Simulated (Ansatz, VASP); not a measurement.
**Two plane-wave programs on Ta**

Contents of INCAR:

```
SYSTEM = Ta
ALGO = Fast
EDIFF = 1E-6
ENCUT = 520
GGA = PS
ISIF = 2
ISMEAR = 0
LASPH = .TRUE.
LCHARG = .FALSE.
LREAL = .FALSE.
LWAVE = .FALSE.
NBANDS = 54
NELM = 80
PREC = Accurate
SIGMA = 0.15
```

File KPOINTS:

```
k-points
0
G
  10 10 10
  0 0 0
```

The input POSCAR:

```
Ta
1.0
   -3.3025600000     -3.3025600000      3.3025600000
   -3.3025600000      3.3025600000     -3.3025600000
    3.3025600000     -3.3025600000     -3.3025600000
Ta
8
Direct
    0.5000000000      0.5681289666      0.5681289666
    0.0000000000      0.5000000000      0.5000000000
    0.5000000000      0.0000000000      0.5000000000
    0.0000000000      0.0000000000      0.5000000000
    0.5000000000      0.5000000000      0.0000000000
    0.0000000000      0.5000000000      0.0000000000
    0.5000000000      0.0000000000      0.0000000000
    0.0000000000      0.0000000000      0.0000000000
```

Input for Ansatz:

```yaml
crystal:
  lattice:
    - [-3.30256, -3.30256, 3.30256]
    - [-3.30256, 3.30256, -3.30256]
    - [3.30256, -3.30256, -3.30256]
  atoms:
    - { symbol: Ta, position: [0.5, 0.5681289666, 0.5681289666] }
    - { symbol: Ta, position: [0.0, 0.5, 0.5] }
    - { symbol: Ta, position: [0.5, 0.0, 0.5] }
    - { symbol: Ta, position: [0.0, 0.0, 0.5] }
    - { symbol: Ta, position: [0.5, 0.5, 0.0] }
    - { symbol: Ta, position: [0.0, 0.5, 0.0] }
    - { symbol: Ta, position: [0.5, 0.0, 0.0] }
    - { symbol: Ta, position: [0.0, 0.0, 0.0] }
basis:
  ecutwfc: 420
kpoints:
  mp_grid: { grid: [10, 10, 10] }
hamiltonian:
  xc: pbesol
scf:
  occupations: { method: gaussian, width: 0.15 }
output:
  forces: true
  stress: true
  eigenvalues: true
```

Alike in both runs: task single point; functional PBEsol; k mesh 10 × 10 × 10; occupations gaussian, width 0.15 eV; no spin polarisation.

|  | VASP | Ansatz |
| --- | --- | --- |
| version | VASP 6.6.1 | Ansatz 0.2.0 |
| potentials or method | VASP PAW PBE potentials, release 64 (Ta_pv), cutoff 520 eV | scalar-relativistic, plane waves, PAW |
| valence electrons in the cell | 88 | 104 |

VASP gave:

| Property | Result |
| --- | --- |
| gap on the k mesh at the Fermi level (eV) | none |
| pressure (GPa) | -0.1 |
| traceless stress, the component that is largest in VASP (GPa) | -1.02 |
| rms of the force components (eV/Å) | 0.989 |

Question: Which values does Ansatz return?

Answer: gap on the k mesh at the Fermi level (eV): none; pressure (GPa): -0.3; traceless stress, the component that is largest in VASP (GPa): -1.00; rms of the force components (eV/Å): 0.985.

VASP's potentials were made for PBE, not for PBEsol. Atom by atom the forces differ by 0.005 eV/Å (rms over components). A gap of «none» marks a metal or a gap that the smearing closes. VASP's potentials hold 88 valence electrons a cell and Ansatz's 104, so a difference there can come from the potentials and not from the codes.

Spin-orbit coupling is off throughout.
